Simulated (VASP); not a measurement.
Crystal: Ge.

```
CELL_PARAMETERS angstrom
-2.57449 2.57449 1.39741
2.57449 -2.57449 1.39741
2.57449 2.57449 -1.39741
ATOMIC_POSITIONS crystal
Ge 0.50000 0.50000 0.00000
Ge 0.25000 0.75000 0.50000
```

* Program: VASP 6.6.1
* Task: relaxation of cell and atoms
* Functional: PBE
* Potentials or basis: VASP PAW PBE potentials, release 64 (Ge_d)
* Cutoff: 600 eV
* k mesh: 11 × 11 × 11
* Occupations: fermi-dirac, width 0.05 eV
* Spin: no spin polarisation

At the start: pressure 3.1 GPa; volume 18.52 Å³/atom.

Question: Where does the relaxation end?

Answer: Over 15 steps the energy falls by 8.1 meV/atom and the volume is 19.36 Å³/atom (+4.5 %); space group I4_1/amd (No. 141, to 0.05 Å).

The path:
```
step  energy change (eV)  largest force (eV/Å)  pressure (GPa)  volume (Å³)
   1              0.0000                0.0000            3.11        37.05
   2             -0.0156                0.0000           -0.26        39.01
   3             -0.0161                0.0000           -0.22        38.81
   4             -0.0161                0.0000            0.12        38.69
   5             -0.0161                0.0000           -0.12        38.73
   6             -0.0162                0.0000            0.38        38.65
   7             -0.0162                0.0000           -0.07        38.67
   8             -0.0162                0.0000            0.04        38.67
   9             -0.0162                0.0000            0.01        38.67
  10             -0.0162                0.0000            0.05        38.66
  11             -0.0162                0.0000            0.04        38.66
  12             -0.0162                0.0000            0.17        38.65
  13             -0.0162                0.0000           -0.27        38.75
  14             -0.0162                0.0000            0.06        38.71
  15             -0.0162                0.0000           -0.01        38.72
```

Final structure:
```
CELL_PARAMETERS angstrom
-2.61496 2.61496 1.41548
2.61496 -2.61496 1.41548
2.61496 2.61496 -1.41548
ATOMIC_POSITIONS crystal
Ge 0.50000 0.50000 0.00000
Ge 0.25000 0.75000 0.50000
```
